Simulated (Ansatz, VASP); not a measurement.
**Two plane-wave programs on MnO**

```
Mn O
1.0
     0.00000    2.43651    2.46088
     2.43651    0.00000    2.46088
     2.43651    2.43651    0.00000
Mn O
1 1
Direct
  0.00000 0.00000 0.00000
  0.25000 0.25000 0.25000
```

Alike in both runs: task single point; functional PBE; k mesh 8 × 8 × 8; occupations fermi-dirac, width 0.05 eV; collinear spin.

```csv
,VASP,Ansatz
version,VASP 6.6.1,Ansatz 0.2.0
potentials or method,"VASP PAW PBE potentials, release 64 (Mn_pv, O)",Ansatz PAW
plane-wave cutoff (eV),520,420
valence electrons in the cell,19,21
```

|  | VASP | Ansatz | Ansatz less VASP |
| --- | --- | --- | --- |
| gap on the k mesh at the Fermi level (eV) | none | none | - |
| pressure (GPa) | -5.5 | -5.7 | -0.22 |
| traceless stress, the component that is largest in VASP (GPa) | -0.20 | -0.20 | -0.004 |
| net moment per atom (μB) | 2.50 | 2.50 | 0.000 |
| size of the moment on the site where the two differ most (μB) | 4.44 | 4.03 | -0.409 |

Site moments also hang on the region over which each program counts them. A gap of «none» marks a metal or a gap that the smearing closes. VASP's potentials hold 19 valence electrons a cell and Ansatz's 21, so a difference there can come from the potentials and not from the codes.
